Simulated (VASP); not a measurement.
W3N2:

```
CELL_PARAMETERS angstrom
3.55948 0.00000 0.00000
-1.77974 3.08260 0.00000
0.00000 0.00000 5.53798
ATOMIC_POSITIONS crystal
W 0.00000 0.00000 0.00000
W 0.33333 0.66667 0.64500
W 0.66667 0.33333 0.35500
N 0.33333 0.66667 0.24500
N 0.66667 0.33333 0.75500
```

```yaml
Program: VASP 6.6.1
Task: relaxation of cell and atoms
Functional: PBE
Potentials_or_basis: VASP PAW PBE potentials, release 64 (W_sv, N)
Cutoff: 600 eV
k_mesh: 6 × 6 × 4
Occupations: gaussian, width 0.1 eV
Spin: no spin polarisation
```

At the start: pressure 2.8 GPa; volume 12.15 Å³/atom.

Problem. How do energy, volume and symmetry change on relaxing?

Solution. Over 13 steps the energy falls by 323.3 meV/atom and the volume is 12.60 Å³/atom (+3.7 %); space group P-3m1 (No. 164, to 0.1 Å) before and after.

Step by step:
```tsv
step	energy change (eV)	largest force (eV/Å)	pressure (GPa)	volume (Å³)
1	0.0000	3.2277	2.83	60.77
2	-0.9413	0.4002	-4.15	62.56
3	-1.0059	1.4608	-3.24	63.11
4	-1.3377	2.1511	15.52	61.52
5	-1.4238	1.9382	8.91	62.03
6	-1.3208	0.4517	-14.01	67.44
7	-1.5740	0.6239	-2.34	64.28
8	-1.5744	0.6874	-1.80	64.16
9	-1.6099	0.2857	0.70	63.15
10	-1.6127	0.1242	1.72	62.79
11	-1.6062	0.3430	-3.28	63.54
12	-1.6161	0.0493	-0.20	63.07
13	-1.6167	0.0197	0.02	62.99
```

Final structure:
```xyz
5
Lattice="3.3383 0.0000 0.0000 -1.6691 2.8910 0.0000 0.0000 0.0000 6.5266" Properties=species:S:1:pos:R:3 pbc="T T T"
W    -1.6691    2.8910    0.0000
W     0.0000    1.9274    4.3921
W     1.6691    0.9637    2.1346
N     0.0000    1.9274    1.6441
N     1.6691    0.9637    4.8826
```

Caveat: a cell axis changed by over 15 % at a fixed basis, so the end point is rough.
